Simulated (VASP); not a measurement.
Wanted: the native input for a VASP 6.6.1 run.

```
Task                   : single point
Functional             : PBE
Potentials or basis    : VASP PAW PBE potentials, release 64 (Os, Br)
Cutoff                 : 520 eV
k mesh                 : 6 × 6 × 6
Occupations            : gaussian, width 0.05 eV
Spin                   : collinear spin
Starting moments       : [2.62, 0.17, 0.17, 0.17] μB
Hubbard terms          : Os d U = 2.0 eV
Dipole correction      : no
Further INCAR settings : ALGO = Normal; EDIFF = 1e-06; NBANDS = 26
```

The structure of OsBr3 lies in POSCAR:

```
OsBr3
1.0
    5.2121646746      0.0000000000      0.0000000000
    0.0000000000      5.2121646746      0.0000000000
    0.0000000000      0.0000000000      5.2121646746
Os Br
1 3
Direct
    0.0000000000      0.0000000000      0.0000000000
    0.5000000000      0.0000000000      0.0000000000
    0.0000000000      0.0000000000      0.5000000000
    0.0000000000      0.5000000000      0.0000000000
```

One way to write it, as run:

INCAR

```
PREC = Accurate
ENCUT = 520
EDIFF = 1E-6
ISMEAR = 0
SIGMA = 0.05
LREAL = False
LASPH = True
NELM = 150
ALGO = Normal
ISIF = 2
LWAVE = False
LCHARG = False
ISPIN = 2
MAGMOM = 2.62 0.17 0.17 0.17
LORBIT = 11
LMAXMIX = 4
LDAU = True
LDAUTYPE = 2
LDAUL = 2 -1
LDAUU = 2 0
LDAUJ = 0 0
LDAUPRINT = 1
GGA = PE
NBANDS = 26
```

KPOINTS

```
regular mesh
0
Gamma
  6 6 6
```

Potentials or basis: VASP PAW PBE potentials, release 64 (Os, Br).

The run is started by

```bash
$ cat potpaw_PBE.64/Os/POTCAR potpaw_PBE.64/Br/POTCAR > POTCAR
$ mpirun -np 1 vasp_std > vasp.out
```

Results of the run:

The pressure is -0.6 GPa, the net moment is 3.50 μB per cell and the site moments are Os +3.07; Br +0.14 μB. The valence electrons inside the program's atomic spheres are Os 6.76; Br 4.84.

Wall time 55 s on 1 thread of Intel(R) Xeon(R) 6975P-C (Granite Rapids), on a shared host, peak memory 0.34 GiB.
